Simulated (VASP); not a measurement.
Here is a VASP 6.6.1 calculation.

INCAR

```
SYSTEM = Hf2TaN4
  PREC = Accurate
  ENCUT = 520
  EDIFF = 1E-6
  ISMEAR = 0
  SIGMA = 0.2
  LREAL = .FALSE.
  LASPH = .TRUE.
  NELM = 80
  ALGO = Normal
  ISIF = 2
  LWAVE = .FALSE.
  LCHARG = .FALSE.
  GGA = PE
  NBANDS = 34
```

Contents of KPOINTS:

```
regular mesh
0
G
  8 4 4
  0 0 0
```

File POSCAR:

```
Hf2TaN4
1.0
    0.0000000000      0.0000000000      3.1508633794
    3.2308728467     -4.3946959443      0.0000000000
    3.2308728467      4.3946959443      0.0000000000
Hf Ta N
2 1 4
Direct
    0.5000000000      0.5000000000      0.0000000000
    0.5000000000      0.0000000000      0.5000000000
    0.0000000000      0.0000000000      0.0000000000
    0.0000000000      0.2432838415      0.7567161585
    0.0000000000      0.7567161585      0.2432838415
    0.5000000000      0.2167850987      0.2167850987
    0.5000000000      0.7832149013      0.7832149013
```

Potentials or basis: VASP PAW PBE potentials, release 64 (Hf_pv, Ta_pv, N).

Launch:

```sh
$ cat potpaw_PBE.64/Hf_pv/POTCAR potpaw_PBE.64/Ta_pv/POTCAR potpaw_PBE.64/N/POTCAR > POTCAR
$ mpirun -np 1 vasp_std > vasp.out
```

Task: Estimate the pressure.

Result: -1.1 GPa.

Task: What does it give for the band gap on the k mesh?

Result: Zero (an odd number of electrons rules out a gap without spin polarisation).

Task: Estimate the largest force.

Result: 0.054 eV/Å.

Forces in eV/Å, atoms in the order of the input:
```
Hf   0.000  0.000  0.000
Hf   0.000  0.000  0.000
Ta   0.000  0.000  0.000
N    0.000  0.054  0.000
N    0.000 -0.054  0.000
N    0.044  0.000  0.000
N   -0.044  0.000  0.000
```

Caveat: spin-orbit coupling is left out, which moves the levels of the heavy elements; an odd number of electrons without spin polarisation forces a metal; a magnetic or distorted state may lie lower.
